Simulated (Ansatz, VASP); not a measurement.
# Eu in VASP and in Ansatz

```
CELL_PARAMETERS angstrom
-2.19395 2.19395 2.19395
2.19395 -2.19395 2.19395
2.19395 2.19395 -2.19395
ATOMIC_POSITIONS crystal
Eu 0.00000 0.00000 0.00000
```

Alike in both runs: task single point; functional PBE; k mesh 10 × 10 × 10; occupations fermi-dirac, width 0.1 eV; collinear spin.

|  | VASP | Ansatz |
| --- | --- | --- |
| version | VASP 6.6.1 | Ansatz 0.2.0 |
| potentials or method | VASP PAW PBE potentials, release 64 (Eu), cutoff 520 eV | plane waves (420 eV) with PAW, scalar-relativistic |
| valence electrons in the cell | 17 | 17 |

```csv
,VASP,Ansatz,Ansatz less VASP
pressure (GPa),-0.1,0.0,+0.14
net moment per atom (μB),7.30,7.32,+0.014
size of the moment on the site where the two differ most (μB),6.67,7.04,+0.365
```

Site moments also hang on the region over which each program counts them.

Neither program's run includes spin-orbit coupling.
